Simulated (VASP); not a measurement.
# Zn (Cmcm) in VASP: single point with PBE

Aim: the single point of Zn with PBE.

Everything below comes from runs of VASP 6.6.1. Logs are shortened: lines on timing, memory, paths and dates and some standing lists are left out, and cuts for length are marked.

## (1) The cell of the first run

The typed cell holds 2 atoms: a = 2.935 Å, b = 2.935 Å, c = 4.806 Å, α = 90.00°, β = 90.00°, γ = 70.27°.

This isn't the form of Zn at room conditions, which is hcp.

## (2) Single point, PBE

Contents of INCAR:

```
ALGO = Normal
EDIFF = 1E-6
ENCUT = 520
GGA = PE
ISIF = 2
ISMEAR = 0
LASPH = True
LCHARG = False
LREAL = False
LWAVE = False
NBANDS = 19
NELM = 60
PREC = Accurate
SIGMA = 0.1
```

Contents of KPOINTS:

```
k-points
0
Gamma
  6 6 4
```

Contents of POSCAR:

```
Zn
1.0
    2.4005715752     -1.6893052155      0.0000000000
    2.4005715752      1.6893052155      0.0000000000
    0.0000000000      0.0000000000      4.8058582228
Zn
2
Direct
    0.7498240020      0.2501759980      0.2500000000
    0.2501759980      0.7498240020      0.7500000000
```

Potentials or basis: VASP PAW PBE potentials, release 64 (Zn).

On the command line:

```
> cat potpaw_PBE.64/Zn/POTCAR > POTCAR
> mpirun -np 1 vasp_std > vasp.out
```

OUTCAR:

```text
EDIFF = 1E-6
   ENCUT = 520
   GGA = PE
   ISIF = 2
   ISMEAR = 0
   LASPH = True
   LREAL = False
   NELM = 60
   PREC = Accurate

 ion  position               nearest neighbor table
   1  0.750  0.250  0.250-   2 2.94   2 2.94   2 2.94   2 2.94
   2  0.250  0.750  0.750-   1 2.94   1 2.94   1 2.94   1 2.94

  LATTYP: Found a base centered orthorhombic cell.
 ALAT       =     3.3786104310
 B/A-ratio  =     1.4210407647
 C/A-ratio  =     1.4224363302

  Lattice vectors:

 A1 = (  -2.4005715752,  -1.6893052155,   0.0000000000)
 A2 = (   2.4005715752,  -1.6893052155,   0.0000000000)
 A3 = (   0.0000000000,   0.0000000000,   4.8058582228)

Analysis of symmetry for initial positions (statically):
=====================================================================
 Subroutine PRICEL returns:
 Original cell was already a primitive cell.

 Routine SETGRP: Setting up the symmetry group for a
 base centered orthorhombic supercell.

 Subroutine GETGRP returns: Found  8 space group operations
 (whereof  4 operations were pure point group operations)
 out of a pool of  8 trial point group operations.

The static configuration has the point symmetry C_2h.
 The point group associated with its full space group is D_2h.

Analysis of symmetry for dynamics (positions and initial velocities):
=====================================================================
 Subroutine PRICEL returns:
 Original cell was already a primitive cell.

 Routine SETGRP: Setting up the symmetry group for a
 base centered orthorhombic supercell.

 Subroutine GETGRP returns: Found  8 space group operations
 (whereof  4 operations were pure point group operations)
 out of a pool of  8 trial point group operations.

The dynamic configuration has the point symmetry C_2h.
 The point group associated with its full space group is D_2h.

 Subroutine INISYM returns: Found  8 space group operations
 (whereof  4 operations are pure point group operations),
 and found     1 'primitive' translations

----------------------------------------------------------------------------------------

                                     Primitive cell

  volume of cell :      38.9784

  direct lattice vectors                    reciprocal lattice vectors
     2.400571575 -1.689305215  0.000000000     0.208283729 -0.295979670  0.000000000
     2.400571575  1.689305215  0.000000000     0.208283729  0.295979670  0.000000000
     0.000000000  0.000000000  4.805858223     0.000000000  0.000000000  0.208079380

  length of vectors
     2.935386857  2.935386857  4.805858223     0.361919987  0.361919987  0.208079380

  position of ions in fractional coordinates (direct lattice)
     0.749824002  0.250175998  0.250000000
     0.250175998  0.749824002  0.750000000

  ion indices of the primitive-cell ions
   primitive index   ion index
                 1           1
                 2           2

----------------------------------------------------------------------------------------

 KPOINTS: k-points

Automatic generation of k-mesh.
 Grid dimensions read from file:
 generate k-points for:    6    6    4

 Generating k-lattice:

  Cartesian coordinates                     Fractional coordinates (reciprocal lattice)
     0.034713955 -0.049329945  0.000000000     0.166666667  0.000000000  0.000000000
     0.034713955  0.049329945  0.000000000     0.000000000  0.166666667  0.000000000
     0.000000000  0.000000000  0.052019845     0.000000000  0.000000000  0.250000000

  Length of vectors
     0.060319998  0.060319998  0.052019845

  Shift w.r.t. Gamma in fractional coordinates (k-lattice)
     0.000000000  0.000000000  0.000000000

 Subroutine IBZKPT returns following result:
 ===========================================

 Found     39 irreducible k-points:

 Following reciprocal coordinates:
            Coordinates               Weight
  0.000000  0.000000  0.000000      1.000000
  0.166667 -0.000000  0.000000      4.000000
  0.333333  0.000000  0.000000      4.000000
  0.500000  0.000000  0.000000      2.000000
  0.166667  0.166667  0.000000      2.000000
  0.333333  0.166667  0.000000      4.000000
[... 16 lines left out ...]
  0.333333  0.333333  0.250000      4.000000
  0.500000  0.333333  0.250000      8.000000
 [... further k-points ...]
   k-points           NKPTS =     39   k-points in BZ     NKDIM =     39   number of bands    NBANDS=     19
   number of dos      NEDOS =    301   number of ions     NIONS =      2
   total plane-waves  NPLWV =  20736
   dimension x,y,z NGX =    24 NGY =   24 NGZ =   36
   dimension x,y,z NGXF=    48 NGYF=   48 NGZF=   72
   ions per type =               2
   NGX,Y,Z   is equivalent  to a cutoff of  13.59, 13.59, 12.45 a.u.
   NGXF,Y,Z  is equivalent  to a cutoff of  27.18, 27.18, 24.91 a.u.
 SYSTEM =  unknown system
   PREC   = accura    normal or accurate (medium, high low for compatibility)
   ISTART =      0    job   : 0-new  1-cont  2-samecut
   ICHARG =      2    charge: 1-file 2-atom 10-const
   ISPIN  =      1    spin polarized calculation?
   LNONCOLLINEAR =      F non collinear calculations
   LSORBIT =      F    spin-orbit coupling
   LASPH  =      T    aspherical Exc in radial PAW
   ENCUT  =  520.0 eV  38.22 Ry    6.18 a.u.   5.46  5.46  8.94*2*pi/ulx,y,z
   NELM   =     60;   NELMIN=  2; NELMDL= -5     # of ELM steps
   EDIFF  = 0.1E-05   stopping-criterion for ELM
   LREAL  =      F    real-space projection
   EDIFFG = 0.1E-04   stopping-criterion for IOM
   NSW    =      0    number of steps for IOM
   IBRION =     -1    ionic relax: 0-MD 1-quasi-New 2-CG
   NFREE  =      0    steps in history (QN), initial steepest desc. (CG)
   ISIF   =      2    stress and relaxation
   ISYM   =      2    0-nonsym 1-usesym 2-fastsym
   POTIM  = 0.5000    time-step for ionic-motion
   TEBEG  =    0.0;   TEEND  =   0.0 temperature during run
   PSTRESS=    0.0 pullay stress
   NELECT =      24.0000    total number of electrons
   NUPDOWN=      -1.0000    fix difference up-down
   EMIN   =  10.00;   EMAX   =-10.00  energy-range for DOS
   EFERMI =   0.00;   METHOD = LEGACY
   ISMEAR =     0;   SIGMA  =   0.10  broadening in eV -4-tet -1-fermi 0-gaus
   EFERMI_NEDOS =   21; number of points for ismear=-14 and -15
   IALGO  =     38    algorithm
   IMIX   =      4    mixing-type and parameters
     AMIX     =   0.40;   BMIX     =  1.00
     AMIX_MAG =   1.60;   BMIX_MAG =  1.00
  volume/ion in A,a.u.               =      19.49       131.52
  Fermi-wavevector in a.u.,A,eV,Ry     =   1.392742  2.631901 26.391632  1.939730
  Thomas-Fermi vector in A             =   2.516455
   LORBIT       =      0    0 simple, 1 ext, 2 COOP (PROOUT), +10 PAW based schemes
   GGA     = PE    functional components
   LHFCALC =     F    Hartree Fock is set to
   AEXX    =    0.0000 exact exchange contribution
   IVDW    =     0    specifies the selected vdW correction
   LEPSILON=     F    determine dielectric tensor
   LRPA    =     F    only Hartree local field effects (RPA)
 non-spin polarized calculation
 Gauss-broadening in eV      SIGMA  =   0.10
  energy-cutoff  :      520.00
  volume of cell :       38.98
 maximum number of plane-waves:      1070
 NGX is ok and might be reduce to    24
   NGX = 11   NGY = 11   NGZ = 17

 number of electron      24.0000005 magnetization

 Free energy of the ion-electron system (eV)
  ---------------------------------------------------
  ext. energy  EPLUGINS =         0.00000000
  ---------------------------------------------------
  free energy    TOTEN  =        -1.75574375 eV

  energy without entropy =       -1.74760097  energy(sigma->0) =       -1.75167236

 E-fermi :   1.7206     XC(G=0): -10.3207

 val. band max:        1.7095868996   @ k =  -0.3333   0.3333   0.2500
 cond. band min:       1.7278398004   @ k =  -0.1667   0.1667   0.0000
 fundamental gap:      0.0182529008
 Fermi energy:         1.7206451578

 k-point     1 :       0.0000    0.0000    0.0000
  band No.  band energies     occupation
      1      -7.0219      2.00000
      2      -5.9538      2.00000
      3      -5.7881      2.00000
      4      -5.6085      2.00000
      5      -5.6069      2.00000
      6      -5.5967      2.00000
[... 11 lines left out ...]
     18      17.0947      0.00000
     19      17.1138      0.00000

 k-point     2 :       0.1667   -0.0000    0.0000
  band No.  band energies     occupation
      1      -6.4798      2.00000
      2      -5.8530      2.00000
      3      -5.7347      2.00000
      4      -5.6296      2.00000
      5      -5.6037      2.00000
      6      -5.4934      2.00000
[... 11 lines left out ...]
     18      15.4234      0.00000
     19      17.0887      0.00000

 k-point     3 :       0.3333    0.0000    0.0000
  band No.  band energies     occupation
      1      -5.8044      2.00000
      2      -5.7889      2.00000
      3      -5.6375      2.00000
      4      -5.5474      2.00000
      5      -5.5428      2.00000
      6      -5.5114      2.00000
[... 11 lines left out ...]
     18      13.0208      0.00000
     19      18.1949      0.00000

 k-point     4 :       0.5000    0.0000    0.0000
  band No.  band energies     occupation
      1      -5.8085      2.00000
      2      -5.8083      2.00000
      3      -5.6541      2.00000
      4      -5.6538      2.00000
      5      -5.4275      2.00000
      6      -5.4269      2.00000
[... 407 lines left out ...]
     18      14.1147      0.00000
     19      16.8881      0.00000

 k-point    23 :       0.3333    0.3333    0.2500
  band No.  band energies     occupation
      1      -5.7914      2.00000
      2      -5.7794      2.00000
      3      -5.7409      2.00000
      4      -5.6519      2.00000
      5      -5.4304      2.00000
      6      -5.3361      2.00000
[... 11 lines left out ...]
     18      10.4623      0.00000
     19      12.0084      0.00000

 k-point    24 :       0.5000    0.3333    0.2500
  band No.  band energies     occupation
      1      -5.8096      2.00000
      2      -5.8077      2.00000
      3      -5.7582      2.00000
      4      -5.6802      2.00000
      5      -5.4165      2.00000
      6      -5.3598      2.00000
[... 11 lines left out ...]
     18      12.6549      0.00000
     19      12.6595      0.00000

 [... further k-points ...]

------------------------ aborting loop because EDIFF is reached ----------------------------------------

  FORCE on cell =-STRESS in cart. coord.  units (eV):
  Direction    XX          YY          ZZ          XY          YZ          ZX
  --------------------------------------------------------------------------------------
  -------------------------------------------------------------------------------------
  Total       -1.8305405     -1.9302204     -1.5071608      0.0000000      0.0000000      0.0000000
  in kB      -75.2430164    -79.3402826    -61.9507311      0.0000000      0.0000000      0.0000000
  external PRESSURE =     -72.1780100 kB  Pullay stress =       0.0000000 kB

 VOLUME and BASIS-vectors are now :
 -----------------------------------------------------------------------------
  energy-cutoff  :      520.00
  volume of cell :       38.98
      direct lattice vectors                 reciprocal lattice vectors
     2.400571575 -1.689305215  0.000000000     0.208283729 -0.295979670  0.000000000
     2.400571575  1.689305215  0.000000000     0.208283729  0.295979670  0.000000000
     0.000000000  0.000000000  4.805858223     0.000000000  0.000000000  0.208079380

 POSITION                                       TOTAL-FORCE (eV/Angst)
 -----------------------------------------------------------------------------------
      2.40057     -0.84406      1.20146         0.000000     -0.000160     -0.000000
      2.40057      0.84406      3.60439         0.000000      0.000160      0.000000
 -----------------------------------------------------------------------------------
    total drift:                                0.000000      0.000000      0.000000

  FREE ENERGIE OF THE ION-ELECTRON SYSTEM (eV)
  ---------------------------------------------------
  free  energy   TOTEN  =        -1.7557437513 eV

  energy  without entropy=       -1.7476009675  energy(sigma->0) =       -1.75167236
```

Wall time 11 s (1 thread of AMD EPYC 9R45 (Zen 5), shared host); peak memory 0.13 GiB.

Results:

- Free energy: -1.7557 eV
- Pressure: -7.2 GPa
- Band gap on the k mesh: zero (bands 12 and 13 overlap by 2.49 eV)

Caveat: the k points lie up to 0.38 Å⁻¹ apart, too coarse for converged energies and pressures of a metal.
